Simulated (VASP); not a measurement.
# ZrS (Fm-3m) in VASP: notebook

ZrS is run at these levels: PBEsol; tasks: single point, relaxation of the atoms.

All numbers are computed with VASP 6.6.1; they aren't measurements. Logs are shortened: lines on timing, memory, paths and dates and some standing lists are left out, and cuts for length are marked.

## (1) The cell of the first run

Symmetry: Fm-3m, No. 225, cubic system. Conventional cell: a = 5.250 Å, b = 5.250 Å, c = 5.250 Å, α = 90.00°, β = 90.00°, γ = 90.00°. Zr (site symmetry m-3m) has 6 S at 2.62 Å within 3.5 Å. Within 3.5 Å of S (site symmetry m-3m) lie 6 Zr at 2.62 Å.

## (2) Single point, PBEsol

The input, INCAR:

```
SYSTEM = ZrS
ALGO     = Normal         ! electronic algorithm
EDIFF    = 1E-7           ! SCF threshold, eV
ENCUT    = 520            ! plane-wave cutoff, eV
GGA      = PS             ! functional
ISIF     = 2              ! what is computed and relaxed
ISMEAR   = -1             ! smearing method
LASPH    = .True.         ! aspherical terms in the spheres
LCHARG   = .True.         ! write CHGCAR
LELF     = .True.         ! ELF
LREAL    = .False.        ! projectors in reciprocal space
LVHAR    = .True.       
LWAVE    = .False.        ! write WAVECAR
NBANDS   = 16             ! bands
NELM     = 60             ! most SCF steps
PREC     = Accurate       ! precision mode
SIGMA    = 0.03           ! smearing width, eV
```

The input, KPOINTS:

```
k-points
0
Gamma
  9 9 9
  0 0 0
```

The input, POSCAR:

```
ZrS
1.0
    0.0000000000      2.6250000000      2.6250000000
    2.6250000000      0.0000000000      2.6250000000
    2.6250000000      2.6250000000      0.0000000000
Zr S
1 1
Direct
    0.0000000000      0.0000000000      0.0000000000
    0.5000000000      0.5000000000      0.5000000000
```

Potentials or basis: VASP PAW PBE potentials, release 64 (Zr_sv, S).

Command:

```sh
cat potpaw_PBE.64/Zr_sv/POTCAR potpaw_PBE.64/S/POTCAR > POTCAR
mpirun -np 1 vasp_std > vasp.out
```

OUTCAR:

```text
SYSTEM = ZrS
   EDIFF = 1E-7
   ENCUT = 520
   GGA = PS
   ISIF = 2
   ISMEAR = -1
   LASPH = .True.
   LREAL = .False.
   NELM = 60
   PREC = Accurate

 ion  position               nearest neighbor table
   1  0.000  0.000  0.000-   2 2.62   2 2.62   2 2.62   2 2.62   2 2.62   2 2.62
   2  0.500  0.500  0.500-   1 2.62   1 2.62   1 2.62   1 2.62   1 2.62   1 2.62

  LATTYP: Found a face centered cubic cell.
 ALAT       =     5.2500000000

  Lattice vectors:

 A1 = (   0.0000000000,   2.6250000000,   2.6250000000)
 A2 = (   2.6250000000,   0.0000000000,   2.6250000000)
 A3 = (   2.6250000000,   2.6250000000,   0.0000000000)

Analysis of symmetry for initial positions (statically):
=====================================================================
 Subroutine PRICEL returns:
 Original cell was already a primitive cell.

 Routine SETGRP: Setting up the symmetry group for a
 face centered cubic supercell.

 Subroutine GETGRP returns: Found 48 space group operations
 (whereof 48 operations were pure point group operations)
 out of a pool of 48 trial point group operations.

The static configuration has the point symmetry O_h .

Analysis of symmetry for dynamics (positions and initial velocities):
=====================================================================
 Subroutine PRICEL returns:
 Original cell was already a primitive cell.

 Routine SETGRP: Setting up the symmetry group for a
 face centered cubic supercell.

 Subroutine GETGRP returns: Found 48 space group operations
 (whereof 48 operations were pure point group operations)
 out of a pool of 48 trial point group operations.

The dynamic configuration has the point symmetry O_h .

 Subroutine INISYM returns: Found 48 space group operations
 (whereof 48 operations are pure point group operations),
 and found     1 'primitive' translations

----------------------------------------------------------------------------------------

                                     Primitive cell

  volume of cell :      36.1758

  direct lattice vectors                    reciprocal lattice vectors
     0.000000000  2.625000000  2.625000000    -0.190476190  0.190476190  0.190476190
     2.625000000  0.000000000  2.625000000     0.190476190 -0.190476190  0.190476190
     2.625000000  2.625000000  0.000000000     0.190476190  0.190476190 -0.190476190

  length of vectors
     3.712310601  3.712310601  3.712310601     0.329914440  0.329914440  0.329914440

  position of ions in fractional coordinates (direct lattice)
     0.000000000  0.000000000  0.000000000
[... 73 lines left out ...]
   LNONCOLLINEAR =      F non collinear calculations
   LSORBIT =      F    spin-orbit coupling
   LASPH  =      T    aspherical Exc in radial PAW
   ENCUT  =  520.0 eV  38.22 Ry    6.18 a.u.   6.90  6.90  6.90*2*pi/ulx,y,z
   NELM   =     60;   NELMIN=  2; NELMDL= -5     # of ELM steps
   EDIFF  = 0.1E-06   stopping-criterion for ELM
   LREAL  =      F    real-space projection
   EDIFFG = 0.1E-05   stopping-criterion for IOM
   NSW    =      0    number of steps for IOM
   IBRION =     -1    ionic relax: 0-MD 1-quasi-New 2-CG
   NFREE  =      0    steps in history (QN), initial steepest desc. (CG)
   ISIF   =      2    stress and relaxation
   ISYM   =      2    0-nonsym 1-usesym 2-fastsym
   POTIM  = 0.5000    time-step for ionic-motion
   TEBEG  =    0.0;   TEEND  =   0.0 temperature during run
   PSTRESS=    0.0 pullay stress
   NELECT =      18.0000    total number of electrons
   NUPDOWN=      -1.0000    fix difference up-down
   EMIN   =  10.00;   EMAX   =-10.00  energy-range for DOS
   EFERMI =   0.00;   METHOD = LEGACY
   ISMEAR =    -1;   SIGMA  =   0.03  broadening in eV -4-tet -1-fermi 0-gaus
   EFERMI_NEDOS =   21; number of points for ismear=-14 and -15
   IALGO  =     38    algorithm
   IMIX   =      4    mixing-type and parameters
     AMIX     =   0.40;   BMIX     =  1.00
     AMIX_MAG =   1.60;   BMIX_MAG =  1.00
  volume/ion in A,a.u.               =      18.09       122.06
  Fermi-wavevector in a.u.,A,eV,Ry     =   1.297258  2.451462 22.896950  1.682878
  Thomas-Fermi vector in A             =   2.428662
   LORBIT       =      0    0 simple, 1 ext, 2 COOP (PROOUT), +10 PAW based schemes
   GGA     = PS    functional components
   LHFCALC =     F    Hartree Fock is set to
   AEXX    =    0.0000 exact exchange contribution
   IVDW    =     0    specifies the selected vdW correction
   LEPSILON=     F    determine dielectric tensor
   LRPA    =     F    only Hartree local field effects (RPA)
 non-spin polarized calculation
  energy-cutoff  :      520.00
  volume of cell :       36.18
 maximum number of plane-waves:       984
   NGX = 13   NGY = 13   NGZ = 13

 number of electron      18.0000000 magnetization

 Free energy of the ion-electron system (eV)
  ---------------------------------------------------
  ext. energy  EPLUGINS =         0.00000000
  ---------------------------------------------------
  free energy    TOTEN  =       -16.47683371 eV

  energy without entropy =      -16.47283187  energy(sigma->0) =      -16.47483279

 E-fermi :  10.5480     XC(G=0): -11.4618

 val. band max:       10.4523660067   @ k =   0.4444   0.1111   0.0000
 cond. band min:      10.5710846145   @ k =  -0.4444   0.2222   0.1111
 fundamental gap:      0.1187186078
 Fermi energy:        10.5479724370

 k-point     1 :       0.0000    0.0000    0.0000
  band No.  band energies     occupation
      1     -39.2897      2.00000
      2     -17.2846      2.00000
      3     -17.2846      2.00000
      4     -17.2846      2.00000
      5      -5.2171      2.00000
      6       7.0876      2.00000
[... 433 lines left out ...]
      3     -17.3900      2.00000
      4     -17.3900      2.00000
      5      -4.3564      2.00000
      6       4.2433      2.00000
[... 8 lines left out ...]
     15      19.0204      0.00000
     16      21.3899      0.00000

 [... further k-points ...]
[... 5 lines left out ...]
  --------------------------------------------------------------------------------------
  -------------------------------------------------------------------------------------
  Total       -1.4274308     -1.4274308     -1.4274308      0.0000000      0.0000000     -0.0000000
  in kB      -63.2190164    -63.2190164    -63.2190164      0.0000000      0.0000000     -0.0000000
  external PRESSURE =     -63.2190164 kB  Pullay stress =       0.0000000 kB

 VOLUME and BASIS-vectors are now :
 -----------------------------------------------------------------------------
  energy-cutoff  :      520.00
  volume of cell :       36.18
      direct lattice vectors                 reciprocal lattice vectors
     0.000000000  2.625000000  2.625000000    -0.190476190  0.190476190  0.190476190
     2.625000000  0.000000000  2.625000000     0.190476190 -0.190476190  0.190476190
     2.625000000  2.625000000  0.000000000     0.190476190  0.190476190 -0.190476190

 POSITION                                       TOTAL-FORCE (eV/Angst)
 -----------------------------------------------------------------------------------
      0.00000      0.00000      0.00000         0.000000      0.000000      0.000000
      2.62500      2.62500      2.62500        -0.000000     -0.000000     -0.000000
 -----------------------------------------------------------------------------------
    total drift:                                0.000000      0.000000      0.000000

  FREE ENERGIE OF THE ION-ELECTRON SYSTEM (eV)
  ---------------------------------------------------
  free  energy   TOTEN  =       -16.4768337078 eV

  energy  without entropy=      -16.4728318677  energy(sigma->0) =      -16.47483279
```

Wall time 11 s (1 thread of Intel Xeon 6975P-C (Granite Rapids), shared host); peak memory 0.16 GiB.

Results:

| Quantity | Value |
| --- | --- |
| Free energy | -16.4768 eV |
| Pressure | -6.3 GPa |
| Band gap on the k mesh | zero (band 9 reaches 11.73 eV, above the bottom of band 10 at 9.24 eV) |

Levels at points of the mesh, in eV from the Fermi level:
| k point | band 5 | band 6 | band 7 | band 8 | band 9 | band 10 | band 11 | band 12 | band 13 | band 14 |
| --- | --- | --- | --- | --- | --- | --- | --- | --- | --- | --- |
| (0.00, 0.00, 0.00) | -15.77 | -3.46 | -3.46 | -3.46 | -1.31 | -1.31 | -1.31 | -0.63 | -0.63 | 1.85 |

Caveat: the PAW data sets were made with another functional, which shifts forces and pressure a little.

## (3) Relaxation of the atoms, PBEsol

This run uses another cell than the first one, of 10.85 Å³/atom, 0.600 times its volume.

The input, INCAR:

```
  PREC = Accurate
  ENCUT = 520
  EDIFF = 1E-6
  ISMEAR = -1
  SIGMA = 0.03
  LREAL = False
  LASPH = True
  NELM = 80
  ALGO = Normal
  ISIF = 2
  LWAVE = False
  LCHARG = False
  GGA = PS
  IBRION = 2
  NSW = 50
  EDIFFG = -0.01
```

The input, KPOINTS:

```
regular mesh
0
Gamma
  9 9 9
```

The input, POSCAR:

```
ZrS
1.0
    0.0000000000      2.2140107464      2.2140107464
    2.2140107464      0.0000000000      2.2140107464
    2.2140107464      2.2140107464      0.0000000000
Zr S
1 1
Direct
    0.0000000000      0.0000000000      0.0000000000
    0.5000000000      0.5000000000      0.5000000000
```

Potentials or basis: VASP PAW PBE potentials, release 64 (Zr_sv, S).

Command:

```sh
cat potpaw_PBE.64/Zr_sv/POTCAR potpaw_PBE.64/S/POTCAR > POTCAR
mpirun -np 1 vasp_std > vasp.out
```

Run time: 5.2 s. Hardware: 1 thread of Intel Xeon 6975P-C (Granite Rapids), shared host; peak memory 0.13 GiB.

Results (log left out):

```yaml
Free_energy: -11.5691 eV
Pressure_after_relaxing: 184.7 GPa
```

Final structure:
```yaml
crystal:
  lattice:
    - [0.00000, 2.21401, 2.21401]
    - [2.21401, 0.00000, 2.21401]
    - [2.21401, 2.21401, 0.00000]
  atoms:
    - { symbol: Zr, position: [0.00000, 0.00000, 0.00000] }
    - { symbol: S, position: [0.50000, 0.50000, 0.50000] }
```

Levels at points of the mesh, in eV from the Fermi level:
| k point | band 7 | band 8 | band 9 | band 10 | band 11 | band 12 |
| --- | --- | --- | --- | --- | --- | --- |
| (0.00, 0.00, 0.00) | -2.84 | -2.84 | -2.73 | -2.73 | -2.73 | -1.31 |

Caveat: the relaxation stopped at its first step, so nothing moved; the bands computed are all filled at some k points, so no gap is given; the PAW data sets were made with another functional, which shifts forces and pressure a little.

## (4) Relaxation of the atoms, PBEsol

This run uses another cell than the first one, of 11.76 Å³/atom, 0.650 times its volume.

The input, INCAR:

```
ALGO = Normal
EDIFF = 1E-6
EDIFFG = -0.01
ENCUT = 520
GGA = PS
IBRION = 2
ISIF = 2
ISMEAR = -1
LASPH = T
LCHARG = F
LREAL = F
LWAVE = F
NELM = 60
NSW = 50
PREC = Accurate
SIGMA = 0.03
```

The input, KPOINTS:

```
k-points
0
Gamma
  9 9 9
```

The input, POSCAR:

```
ZrS
1.0
    0.0000000000      2.2738776515      2.2738776515
    2.2738776515      0.0000000000      2.2738776515
    2.2738776515      2.2738776515      0.0000000000
Zr S
1 1
Direct
    0.0000000000      0.0000000000      0.0000000000
    0.5000000000      0.5000000000      0.5000000000
```

Potentials or basis: VASP PAW PBE potentials, release 64 (Zr_sv, S).

Command:

```sh
cat potpaw_PBE.64/Zr_sv/POTCAR potpaw_PBE.64/S/POTCAR > POTCAR
mpirun -np 1 vasp_std > vasp.out
```

OUTCAR:

```text
EDIFF = 1E-6
   EDIFFG = -0.01
   ENCUT = 520
   GGA = PS
   IBRION = 2
   ISIF = 2
   ISMEAR = -1
   LASPH = T
   LREAL = F
   NELM = 60
   NSW = 50
   PREC = Accurate

 ion  position               nearest neighbor table
   1  0.000  0.000  0.000-   2 2.27   2 2.27   2 2.27   2 2.27   2 2.27   2 2.27
   2  0.500  0.500  0.500-   1 2.27   1 2.27   1 2.27   1 2.27   1 2.27   1 2.27

  LATTYP: Found a face centered cubic cell.
 ALAT       =     4.5477553030

  Lattice vectors:

 A1 = (   0.0000000000,   2.2738776515,   2.2738776515)
 A2 = (   2.2738776515,   0.0000000000,   2.2738776515)
 A3 = (   2.2738776515,   2.2738776515,   0.0000000000)

Analysis of symmetry for initial positions (statically):
=====================================================================
 Subroutine PRICEL returns:
 Original cell was already a primitive cell.

 Routine SETGRP: Setting up the symmetry group for a
 face centered cubic supercell.

 Subroutine GETGRP returns: Found 48 space group operations
 (whereof 48 operations were pure point group operations)
 out of a pool of 48 trial point group operations.

The static configuration has the point symmetry O_h .

[... 169 lines left out ...]
      1     -32.2648      2.00000
      2     -10.1434      2.00000
      3     -10.1434      2.00000
      4     -10.1434      2.00000
      5      -0.8173      2.00000
      6      13.5468      2.00000
      7      13.5468      2.00000
      8      13.5468      2.00000
      9      14.1355      2.00000
     10      14.1355      2.00000
     11      14.1355      2.00000
     12      15.4101      2.00000
     13      15.4101      2.00000
[... 354 lines left out ...]
  band No.  band energies     occupation
      1     -31.9968      2.00000
      2     -11.4735      2.00000
      3     -10.6556      2.00000
      4     -10.6556      2.00000
      5       0.0691      2.00000
      6      10.5031      2.00000
      7      10.8493      2.00000
      8      12.6891      2.00000
      9      12.6891      2.00000
     10      17.4132      0.00000
     11      21.1934      0.00000
     12      21.1934      0.00000
     13      22.7437      0.00000

 [... further k-points ...]
[... 5 lines left out ...]
  --------------------------------------------------------------------------------------
  -------------------------------------------------------------------------------------
  Total       19.0072808     19.0072808     19.0072808      0.0000000      0.0000000      0.0000000
  in kB     1295.0880545   1295.0880545   1295.0880545      0.0000000      0.0000000      0.0000000
  external PRESSURE =    1295.0880545 kB  Pullay stress =       0.0000000 kB

 VOLUME and BASIS-vectors are now :
 -----------------------------------------------------------------------------
  energy-cutoff  :      520.00
  volume of cell :       23.51
      direct lattice vectors                 reciprocal lattice vectors
     0.000000000  2.273877651  2.273877651    -0.219888700  0.219888700  0.219888700
     2.273877651  0.000000000  2.273877651     0.219888700 -0.219888700  0.219888700
     2.273877651  2.273877651  0.000000000     0.219888700  0.219888700 -0.219888700

 POSITION                                       TOTAL-FORCE (eV/Angst)
 -----------------------------------------------------------------------------------
      0.00000      0.00000      0.00000        -0.000000      0.000000     -0.000000
      2.27388      2.27388      2.27388         0.000000     -0.000000      0.000000
 -----------------------------------------------------------------------------------
    total drift:                                0.000000     -0.000000     -0.000000

  FREE ENERGIE OF THE ION-ELECTRON SYSTEM (eV)
  ---------------------------------------------------
  free  energy   TOTEN  =       -13.3270658846 eV

  energy  without entropy=      -13.3250624143  energy(sigma->0) =      -13.32606415

 reached required accuracy - stopping structural energy minimisation
```

CONTCAR:

```text
ZrS
   1.00000000000000
     0.0000000000000000    2.2738776514999999    2.2738776514999999
     2.2738776514999999    0.0000000000000000    2.2738776514999999
     2.2738776514999999    2.2738776514999999    0.0000000000000000
  Zr              S
     1     1
Direct
     0.0000000000000000    0.0000000000000000    0.0000000000000000
     0.5000000000000000    0.5000000000000000    0.5000000000000000

  0.00000000E+00  0.00000000E+00  0.00000000E+00
  0.00000000E+00  0.00000000E+00  0.00000000E+00
```

Run time: 4.6 s. Hardware: 1 thread of Intel Xeon 6975P-C (Granite Rapids), shared host; peak memory 0.14 GiB.

What came out:

| Quantity | Value |
| --- | --- |
| Free energy | -13.3271 eV |
| Pressure after relaxing | 129.5 GPa |

Final structure:
```
Zr S
1.0
     0.00000    2.27388    2.27388
     2.27388    0.00000    2.27388
     2.27388    2.27388    0.00000
Zr S
1 1
Direct
  0.00000 0.00000 0.00000
  0.50000 0.50000 0.50000
```

Caveat: the relaxation stopped at its first step, so nothing moved; the bands computed are all filled at some k points, so no gap is given; the PAW data sets were made with another functional, which shifts forces and pressure a little.

(Continued in part 2 of 2.)
